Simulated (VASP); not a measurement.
Wanted: the native input for a VASP 6.6.1 run.

```
Task                               : relaxation of cell and atoms
Functional                         : PBE-based screened hybrid with 25 % exact exchange
Potentials or basis                : VASP PAW PBE potentials, release 64 (N, B)
Cutoff                             : 600 eV
k mesh                             : 6 × 6 × 2
Occupations                        : fermi-dirac, width 0.05 eV
Spin                               : no spin polarisation
Dipole correction                  : no
Grid for exact exchange (PRECFOCK) : Normal
Share of exact exchange            : 0.25
Further INCAR settings             : ALGO = Normal; EDIFF = 1e-07; IBRION = 2; EDIFFG = -0.01; NSW = 60; ISIF = 3
Screening parameter                : 0.3 1/Å
```

The system is BN.

```xyz
4
Lattice="2.4982 0.0000 0.0000 -1.2491 2.1635 0.0000 0.0000 0.0000 6.6357" Properties=species:S:1:pos:R:3 pbc="T T T"
N     1.2491    0.7212    1.6589
N     0.0000    1.4424    4.9768
B     1.2491    0.7212    4.9768
B     0.0000    1.4424    1.6589
```

One way to write it, as run:

POSCAR

```
BN
1.0
    2.4982400000      0.0000000000      0.0000000000
   -1.2491200000      2.1635393048      0.0000000000
    0.0000000000      0.0000000000      6.6357000000
N B
2 2
Direct
    0.6666666667      0.3333333333      0.2500000000
    0.3333333333      0.6666666667      0.7500000000
    0.6666666667      0.3333333333      0.7500000000
    0.3333333333      0.6666666667      0.2500000000
```

INCAR.step1

```
ALGO     = Normal         # electronic algorithm
EDIFF    = 1E-5           # SCF threshold, eV
ENCUT    = 600            # plane-wave cutoff, eV
GGA      = PE             # functional
ISMEAR   = -1             # smearing method
LASPH    = T              # aspherical terms in the spheres
LCHARG   = F              # write CHGCAR
LREAL    = F              # projectors in reciprocal space
LWAVE    = T              # write WAVECAR
NBANDS   = 16             # bands
NELM     = 100            # most SCF steps
PREC     = Accurate       # precision mode
SIGMA    = 0.05           # smearing width, eV
```

INCAR.step2

```
AEXX     = 0.25           # exact-exchange fraction
ALGO     = Normal         # electronic algorithm
EDIFF    = 1E-7           # SCF threshold, eV
EDIFFG   = -0.01          # ionic threshold
ENCUT    = 600            # plane-wave cutoff, eV
GGA      = PE             # functional
HFSCREEN = 0.3            # screening, 1/A
IBRION   = 2              # ionic algorithm
ISIF     = 3              # what is computed and relaxed
ISMEAR   = -1             # smearing method
ISTART   = 1            
LASPH    = T              # aspherical terms in the spheres
LCHARG   = F              # write CHGCAR
LHFCALC  = T              # exact exchange
LREAL    = F              # projectors in reciprocal space
LWAVE    = F              # write WAVECAR
NELM     = 100            # most SCF steps
NSW      = 60             # ionic steps
PREC     = Accurate       # precision mode
PRECFOCK = Normal       
SIGMA    = 0.05           # smearing width, eV
```

KPOINTS

```
k-points
0
Gamma
  6 6 2
```

Potentials or basis: VASP PAW PBE potentials, release 64 (N, B).

Command:

```console
$ cat potpaw_PBE.64/N/POTCAR potpaw_PBE.64/B/POTCAR > POTCAR
$ cp INCAR.step1 INCAR
$ mpirun -np 1 vasp_std > vasp.out
$ cp INCAR.step2 INCAR
$ mpirun -np 1 vasp_std > vasp.out
```

Results of the run:

| Property | Result |
| --- | --- |
| Relaxed volume | 10.19 Å³/atom |
| Relaxed cell | a = 2.496 Å, b = 2.496 Å, c = 7.551 Å, α = 90.00°, β = 90.00°, γ = 120.00° |
| Space group after relaxing (to 0.1 Å) | P6_3/mmc (No. 194) |
| Energy gained by relaxing | 7.2 meV/atom |
| Ionic steps | 16 |
| Pressure after relaxing | 0.0 GPa |
| Band gap on the k mesh | 5.52 eV (least direct gap 5.85 eV) |

Caveat: the k points lie up to 0.48 Å⁻¹ apart in the final cell; the PAW data sets were made with another functional, which shifts forces and pressure a little.

Run time: 40 min on 1 thread of Intel(R) Xeon(R) 6975P-C (Granite Rapids), with other jobs on the host, peak memory 0.26 GiB.
